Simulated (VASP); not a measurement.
# H2 in VASP: notebook, part 2 of 2

VASP 6.6.1.

## Step 4: Single point, HSE06

POSCAR reads:

```
H
1.0
   10.0000000000      0.0000000000      0.0000000000
    0.0000000000     10.0000000000      0.0000000000
    0.0000000000      0.0000000000     10.0000000000
H
2
Direct
    0.5000000000      0.5000000000      0.4500000000
    0.5000000000      0.5000000000      0.5500000000
```

INCAR.step1 reads:

```
ALGO = Normal
EDIFF = 1E-5
ENCUT = 400
GGA = PE
GGA_COMPAT = False
ISIF = 2
ISMEAR = 0
LASPH = True
LCHARG = False
LREAL = False
LWAVE = True
NBANDS = 8
NELM = 120
NELMDL = -8
PREC = Accurate
SIGMA = 0.02
```

INCAR.step2 reads:

```
ALGO = Normal
EDIFF = 1E-6
ENCUT = 400
GGA = PE
GGA_COMPAT = False
HFSCREEN = 0.2079
ISIF = 2
ISMEAR = 0
ISTART = 1
LASPH = True
LCHARG = False
LHFCALC = True
LREAL = False
LWAVE = False
NBANDS = 8
NELM = 120
PREC = Accurate
PRECFOCK = Normal
SIGMA = 0.02
```

KPOINTS reads:

```
k-points
0
Gamma
  1 1 1
```

Potentials or basis: VASP PAW PBE potentials, release 64 (H).

Started as:

```bash
$ cat potpaw_PBE.64/H/POTCAR > POTCAR
$ cp INCAR.step1 INCAR
$ mpirun -np 1 vasp_gam > vasp.out
$ cp INCAR.step2 INCAR
$ mpirun -np 1 vasp_gam > vasp.out
```

OUTCAR:

```text
EDIFF = 1E-6
   ENCUT = 400
   GGA = PE
   HFSCREEN = 0.2079
   ISIF = 2
   ISMEAR = 0
   ISTART = 1
   LASPH = True
   LHFCALC = True
   LREAL = False
   NELM = 120
   PREC = Accurate
   PRECFOCK = Normal

 ion  position               nearest neighbor table
   1  0.500  0.500  0.450-
   2  0.500  0.500  0.550-

  LATTYP: Found a simple cubic cell.
 ALAT       =    10.0000000000

  Lattice vectors:
[... 178 lines left out ...]
      6       1.2587      0.00000
      7       1.3107      0.00000
      8       1.3962      0.00000

------------------------ aborting loop because EDIFF is reached ----------------------------------------

  FORCE on cell =-STRESS in cart. coord.  units (eV):
  Direction    XX          YY          ZZ          XY          YZ          ZX
  --------------------------------------------------------------------------------------
  -------------------------------------------------------------------------------------
  Total       -0.0950955     -0.0950955     -4.5231004      0.0000000     -0.0000000     -0.0000000
  in kB       -0.1523598     -0.1523598     -7.2468089      0.0000000     -0.0000000     -0.0000000
  external PRESSURE =      -2.5171762 kB  Pullay stress =       0.0000000 kB

 VOLUME and BASIS-vectors are now :
 -----------------------------------------------------------------------------
  energy-cutoff  :      400.00
  volume of cell :     1000.00
      direct lattice vectors                 reciprocal lattice vectors
    10.000000000  0.000000000  0.000000000     0.100000000  0.000000000  0.000000000
     0.000000000 10.000000000  0.000000000     0.000000000  0.100000000  0.000000000
     0.000000000  0.000000000 10.000000000     0.000000000  0.000000000  0.100000000

 POSITION                                       TOTAL-FORCE (eV/Angst)
 -----------------------------------------------------------------------------------
      5.00000      5.00000      4.50000         0.000000     -0.000000      4.441668
      5.00000      5.00000      5.50000        -0.000000      0.000000     -4.441668
 -----------------------------------------------------------------------------------
    total drift:                                0.000000      0.000000      0.000000

  FREE ENERGIE OF THE ION-ELECTRON SYSTEM (eV)
  ---------------------------------------------------
  free  energy   TOTEN  =        -7.0922351758 eV

  energy  without entropy=       -7.0922351758  energy(sigma->0) =       -7.09223518
```

OSZICAR.step1:

```text
N       E                     dE             d eps       ncg     rms          rms(c)
DAV:   1    -0.134372349935E+01   -0.13437E+01   -0.45000E+02    16   0.104E+02
DAV:   2    -0.637702640943E+01   -0.50333E+01   -0.50333E+01    32   0.232E+01
DAV:   3    -0.640289837258E+01   -0.25872E-01   -0.25872E-01    16   0.276E+00
DAV:   4    -0.640299447984E+01   -0.96107E-04   -0.96107E-04    16   0.184E-01
DAV:   5    -0.640299512051E+01   -0.64067E-06   -0.64067E-06    16   0.142E-02
DAV:   6    -0.640299512664E+01   -0.61302E-08   -0.61318E-08    16   0.150E-03
DAV:   7    -0.640299512671E+01   -0.68795E-10   -0.70756E-10    16   0.149E-04
DAV:   8    -0.640299512671E+01   -0.76739E-12   -0.22951E-11     8   0.178E-05    0.280E+00
DAV:   9    -0.621158681525E+01    0.19141E+00   -0.91789E-02    16   0.805E-01    0.158E+00
DAV:  10    -0.609477580719E+01    0.11681E+00   -0.23461E-01    16   0.130E+00    0.196E-01
DAV:  11    -0.609636946751E+01   -0.15937E-02   -0.27299E-03    16   0.159E-01    0.129E-01
DAV:  12    -0.609503913845E+01    0.13303E-02   -0.17692E-03    16   0.110E-01    0.271E-02
DAV:  13    -0.609697761490E+01   -0.19385E-02   -0.77629E-04    16   0.709E-02    0.160E-02
DAV:  14    -0.609740999503E+01   -0.43238E-03   -0.20736E-05    16   0.160E-02    0.952E-03
DAV:  15    -0.609871654938E+01   -0.13066E-02   -0.30829E-04    16   0.442E-02    0.472E-03
DAV:  16    -0.609887092038E+01   -0.15437E-03   -0.60623E-06    16   0.734E-03    0.553E-03
DAV:  17    -0.609892545928E+01   -0.54539E-04   -0.47888E-06    16   0.542E-03    0.145E-03
DAV:  18    -0.609894487946E+01   -0.19420E-04   -0.10951E-06    16   0.271E-03    0.621E-04
DAV:  19    -0.609894676881E+01   -0.18893E-05   -0.71859E-08    16   0.779E-04
   1 F= -.60989468E+01 E0= -.60989468E+01  d E =-.557390E-12
```

It took 83 s on 1 thread of AMD EPYC 7R43 (Zen 3), shared host; peak memory 0.7 GiB.

What came out:

* Free energy: -7.0922 eV
* Largest force: 4.442 eV/Å
* Gap between the frontier levels: 10.02 eV

Forces in eV/Å, atoms in the order of the input:
```
H    0.000  0.000  4.442
H    0.000  0.000 -4.442
```

Caveat: the PAW data sets were made with another functional, which shifts forces and pressure a little.

## Step 5: Single point, HSE06

POSCAR reads:

```
H
1.0
   10.0000000000      0.0000000000      0.0000000000
    0.0000000000     10.0000000000      0.0000000000
    0.0000000000      0.0000000000     10.0000000000
H
2
Direct
    0.5000000000      0.5000000000      0.4450000000
    0.5000000000      0.5000000000      0.5550000000
```

INCAR.step1 reads:

```
PREC = Accurate ; ENCUT = 400
EDIFF = 1E-5 ; ISMEAR = 0
SIGMA = 0.02 ; LREAL = F
LASPH = T ; NELM = 120
ALGO = Normal ; ISIF = 2
LWAVE = T ; NBANDS = 8
GGA = PE ; GGA_COMPAT = F
NELMDL = -8
```

INCAR.step2 reads:

```
PREC = Accurate ; ENCUT = 400
EDIFF = 1E-6 ; ISMEAR = 0
SIGMA = 0.02 ; LREAL = F
LASPH = T ; NELM = 120
ALGO = Normal ; ISIF = 2
LWAVE = F ; LCHARG = T
GGA = PE ; LHFCALC = T
HFSCREEN = 0.2079 ; PRECFOCK = Normal
LELF = T ; LVHAR = T
NBANDS = 8 ; ISTART = 1
GGA_COMPAT = F
```

KPOINTS reads:

```
Automatic mesh
0
Gamma
  1 1 1
```

Started as:

```bash
$ cat potpaw_PBE.64/H/POTCAR > POTCAR
$ cp INCAR.step1 INCAR
$ mpirun -np 1 vasp_gam > vasp.out
$ cp INCAR.step2 INCAR
$ mpirun -np 1 vasp_gam > vasp.out
```

It took 94 s on 1 thread of AMD EPYC 7R43 (Zen 3), shared host; peak memory 0.7 GiB.

Results (log left out):

```
Free energy                     : -6.6238 eV
Largest force                   : 4.860 eV/Å
Gap between the frontier levels : 9.17 eV
```

Forces on the atoms (eV/Å):
```
H    0.000  0.000  4.860
H    0.000  0.000 -4.860
```

Levels at points of the mesh, in eV from the valence-band top:
```tsv
k point	band 1	band 2	band 3	band 4	band 5
(0.00, 0.00, 0.00)	0.00	9.17	9.72	10.82	10.82
```

Caveat: the PAW data sets were made with another functional, which shifts forces and pressure a little.

## Step 6: Summary

```tsv
cell	gap on the mesh (eV)	largest force (eV/Å)
as given, atomic positions A	10.80	2.52
as given, atomic positions B	10.47	3.62
as given, atomic positions C	10.02	4.44
as given, atomic positions D	9.17	4.86
```

Alike in all rows: task single point; level HSE06; potentials or basis VASP PAW PBE potentials, release 64 (H); no spin polarisation; k mesh 1 × 1 × 1; cutoff (eV) 400; smearing gaussian 0.02 eV.

Caveats: the PAW data sets were made with another functional, which shifts forces and pressure a little.

Absolute energies hang on the potentials; compare differences alone.
